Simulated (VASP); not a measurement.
A run of VASP 6.6.1 is set up as follows.

File INCAR:

```
SYSTEM = AlAu2
PREC = Accurate
ENCUT = 520
EDIFF = 1E-6
ISMEAR = 0
SIGMA = 0.15
LREAL = .False.
LASPH = .True.
NELM = 60
ALGO = Fast
ISIF = 2
LWAVE = .False.
LCHARG = .False.
NBANDS = 20
```

Contents of KPOINTS:

```
Automatic mesh
0
Gamma
  16 16 16
  0 0 0
```

Contents of POSCAR:

```
AlAu2
1.0
   -1.6988918846      1.6988918846      4.0946692203
    1.6988918846     -1.6988918846      4.0946692203
    1.6988918846      1.6988918846     -4.0946692203
Al Au
1 2
Direct
    0.0000000000      0.0000000000      0.0000000000
    0.6685935503      0.6685935503      0.0000000000
    0.3314064497      0.3314064497      0.0000000000
```

Potentials or basis: VASP PAW LDA potentials, release 64 (Al, Au).

The run is started by

```console
$ cat potpaw_LDA.64/Al/POTCAR potpaw_LDA.64/Au/POTCAR > POTCAR
$ mpirun -np 1 vasp_std > vasp.out
```

(1) What does it give for the largest force?

(2) What does it give for the pressure?

Answers

(1) 0.824 eV/Å.

(2) 2.7 GPa.
